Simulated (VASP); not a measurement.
Input of a VASP 6.6.1 run:

Contents of POSCAR:

```
MoS2
1.0
    3.1901333389      0.0000000000      0.0000000000
   -1.5950666694      2.7627365130      0.0000000000
    0.0000000000      0.0000000000     13.8232768987
Mo S
2 4
Direct
    0.3333333333      0.6666666667      0.2500000000
    0.6666666667      0.3333333333      0.7500000000
    0.3333333333      0.6666666667      0.6377257982
    0.6666666667      0.3333333333      0.1377257982
    0.3333333333      0.6666666667      0.8622742018
    0.6666666667      0.3333333333      0.3622742018
```

The input INCAR.step1:

```
PREC     = Accurate       # precision mode
ENCUT    = 520            # plane-wave cutoff, eV
ISMEAR   = 0              # smearing method
SIGMA    = 0.05           # smearing width, eV
LREAL    = False          # projectors in reciprocal space
LASPH    = True           # aspherical terms in the spheres
NELM     = 150            # most SCF steps
ISPIN    = 2              # spin polarisation
MAGMOM   = 0.05 0.05 0 0 0 0 # initial moments
LMAXMIX  = 4              # l up to which the mixer works
NBANDS   = 39             # bands
GGA      = PE             # functional
ALGO     = Normal         # electronic algorithm
EDIFF    = 1E-4           # SCF threshold, eV
LWAVE    = True           # write WAVECAR
LCHARG   = False          # write CHGCAR
```

INCAR.step2

```
PREC     = Accurate       # precision mode
ENCUT    = 520            # plane-wave cutoff, eV
EDIFF    = 1E-6           # SCF threshold, eV
ISMEAR   = 0              # smearing method
SIGMA    = 0.05           # smearing width, eV
LREAL    = False          # projectors in reciprocal space
LASPH    = True           # aspherical terms in the spheres
NELM     = 150            # most SCF steps
ALGO     = Normal         # electronic algorithm
ISIF     = 2              # what is computed and relaxed
LWAVE    = False          # write WAVECAR
LCHARG   = True           # write CHGCAR
ISPIN    = 2              # spin polarisation
MAGMOM   = 0.05 0.05 0 0 0 0 # initial moments
LORBIT   = 11             # projections on sites
LMAXMIX  = 4              # l up to which the mixer works
METAGGA  = R2SCAN         # meta-GGA
LMIXTAU  = True         
LELF     = True           # ELF
LVHAR    = True         
NBANDS   = 39             # bands
ISTART   = 1
```

KPOINTS

```
regular mesh
0
Gamma
  8 8 2
```

Potentials or basis: VASP PAW PBE potentials, release 64 (Mo_sv, S).

Command:

```bash
$ cat potpaw_PBE.64/Mo_sv/POTCAR potpaw_PBE.64/S/POTCAR > POTCAR
$ cp INCAR.step1 INCAR
$ mpirun -np 1 vasp_std > vasp.out
$ cp INCAR.step2 INCAR
$ mpirun -np 1 vasp_std > vasp.out
```

Question: Predict the net moment.

Answer: 0.00 μB per cell.

Question: Predict the pressure.

Answer: -0.5 GPa.

Question: Estimate the band gap on the k mesh.

Answer: 1.50 eV (least direct gap 2.05 eV).

Forces on the atoms (eV/Å):
```
Mo   0.000  0.000  0.000
Mo   0.000  0.000  0.000
S    0.000  0.000 -0.003
S    0.000  0.000 -0.003
S    0.000  0.000  0.003
S    0.000  0.000  0.003
```

Caveat: the PAW data sets were made with another functional, which shifts forces and pressure a little.

**What was measured.**

From “Multiwavelength excitation Raman Scattering Analysis of bulk and 2 dimensional MoS2: Vibrational properties of atomically thin MoS2 layers”, 2015, arxiv:1506.03228, for a bulk crystal of MoS2 at 300 K: band gap 1.3 eV (indirect).

A measured gap of MoS2 is 1.3 eV (indirect; 300 K; “Multiwavelength excitation Raman Scattering Analysis of bulk and 2 dimensional MoS2: Vibrational properties of atomically thin MoS2 layers”, 2015, arxiv:1506.03228); the calculated 1.50 eV misses it by +0.20 eV. Spin-orbit coupling on Mo is left out. The value is that of r2SCAN on a finite k mesh, which can miss the band edges, without temperature or zero-point motion.
